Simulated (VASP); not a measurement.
Runs of VASP 6.6.1 on MoS2. The structure is cubic, space group Fm-3m (No. 225). Conventional cell: a = 5.865 Å, b = 5.865 Å, c = 5.865 Å, α = 90.00°, β = 90.00°, γ = 90.00°. Mo (site symmetry m-3m) has 8 S at 2.54 Å within 3.4 Å. Within 3.4 Å of S (site symmetry -43m) lie 4 Mo at 2.54 Å and 6 S at 2.93 Å. 

```csv
level,k mesh,smearing,grid for exact exchange (PRECFOCK),share of exact exchange,screening parameter,gap on the mesh (eV),pressure (GPa)
PBEsol,6 × 6 × 6,methfessel-paxton 0.2 eV,-,-,-,none,-4.6
PBEsol,6 × 6 × 6,fermi-dirac 0.02 eV,-,-,-,none,(b)
HSE06,4 × 4 × 4,fermi-dirac 0.02 eV,Normal,0.25,0.2079 1/Å,none,(a)
PBE-based screened hybrid with 30 % exact exchange,4 × 4 × 4,fermi-dirac 0.02 eV,Normal,0.3,0.3 1/Å,none,-5.0
PBEsol,6 × 6 × 6,fermi-dirac 0.2 eV,-,-,-,none,-3.6
```

Alike in all rows: task single point; potentials or basis VASP PAW PBE potentials, release 64 (Mo_sv, S); no spin polarisation; cell as given; cutoff (eV) 520.

Estimate the missing entries.

(a) -4.8; (b) -4.5.

Caveats: some runs use coarse meshes; the PAW data sets were made with another functional, which shifts forces and pressure a little; the cell stands under tension (at least some runs).

A k mesh can miss the band edges, and the runs leave out spin-orbit coupling on Mo.

A gap of «none» marks levels without a gap at the run's occupations.
